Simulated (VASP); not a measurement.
Crystal: LiSe3.

```
Li Se
1.0
     3.61629    0.00000    0.00000
    -1.80814    3.13180    0.00000
     0.00000    0.00000    7.89922
Li Se
1 3
Direct
  0.00000 0.00000 0.50000
  0.66667 0.33333 0.68241
  0.66667 0.33333 0.31759
  0.66667 0.33333 0.00000
```

```yaml
Program: VASP 6.6.1
Task: relaxation of cell and atoms
Functional: PBE
Potentials_or_basis: VASP PAW PBE potentials, release 64 (Li_sv, Se)
Cutoff: 600 eV
k_mesh: 6 × 6 × 2
Occupations: gaussian, width 0.1 eV
Spin: no spin polarisation
```

At the start: pressure -1.2 GPa; volume 22.37 Å³/atom.

Question: Where does the relaxation end?

Answer: Over 10 steps the energy falls by 97.5 meV/atom and the volume is 25.22 Å³/atom (+12.8 %); space group P-6m2 (No. 187, to 0.05 Å).

The path:
```
step  energy change (eV)  largest force (eV/Å)  pressure (GPa)  volume (Å³)
   1              0.0000                0.0689           -1.20        89.46
   2             -0.1251                1.2804            6.63        86.93
   3             -0.2424                0.5668            2.65        88.00
   4             -0.3227                0.3428            1.19        92.04
   5             -0.3743                0.0209           -0.29        97.87
   6             -0.3786                0.1169           -0.70       100.12
   7             -0.3723                0.1478            1.32       101.16
   8             -0.3891                0.1168            0.09       100.58
   9             -0.3891                0.1170            0.10       100.59
  10             -0.3901                0.0158            0.06       100.88
```

Final structure:
```
Li Se
1.0
     3.96033    0.00000    0.00000
    -1.98016    3.42974    0.00000
     0.00000    0.00000    7.42674
Li Se
1 3
Cartesian
  0.0000 0.0000 3.7134
  1.9802 1.1432 5.0000
  1.9802 1.1432 2.4267
  1.9802 1.1432 0.0000
```

Caveat: the k points lie up to 0.42 Å⁻¹ apart in the final cell; the cutoff is under 1.25 times the usual one of these potentials, so pressure, stress and relaxed cells hold a basis-set (Pulay) error.
